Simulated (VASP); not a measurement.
Crystal: HfO2.

```
Hf O
1.0
     0.00000    2.55750    2.55750
     2.55750    0.00000    2.55750
     2.55750    2.55750    0.00000
Hf O
1 2
Direct
  0.00000 0.00000 0.00000
  0.25000 0.25000 0.25000
  0.75000 0.75000 0.75000
```

| Item | Value |
| --- | --- |
| Program | VASP 6.6.1 |
| Task | relaxation of cell and atoms |
| Functional | PBE |
| Dispersion | D3(BJ) |
| Potentials or basis | VASP PAW PBE potentials, release 64 (Hf_pv, O) |
| Cutoff | 600 eV |
| k mesh | 8 × 8 × 8 |
| Occupations | gaussian, width 0.02 eV |
| Spin | no spin polarisation |

At the start: pressure -9.8 GPa; volume 11.15 Å³/atom.

Q: How do energy, volume and symmetry change on relaxing?

A: Over 4 steps the energy falls by 14.1 meV/atom and the volume is 10.70 Å³/atom (-4.0 %); space group Fm-3m (No. 225, to 0.05 Å).

The path:
```tsv
step	energy change (eV)	largest force (eV/Å)	pressure (GPa)	volume (Å³)
1	0.0000	0.0000	-9.76	33.46
2	0.0527	0.0000	17.48	30.27
3	-0.0424	0.0000	-0.09	32.13
4	-0.0424	0.0000	0.06	32.11
```

Final structure:
```
Hf O
1.0
     0.00000    2.52266    2.52266
     2.52266    0.00000    2.52266
     2.52266    2.52266    0.00000
Hf O
1 2
Direct
  0.00000 0.00000 0.00000
  0.25000 0.25000 0.25000
  0.75000 0.75000 0.75000
```
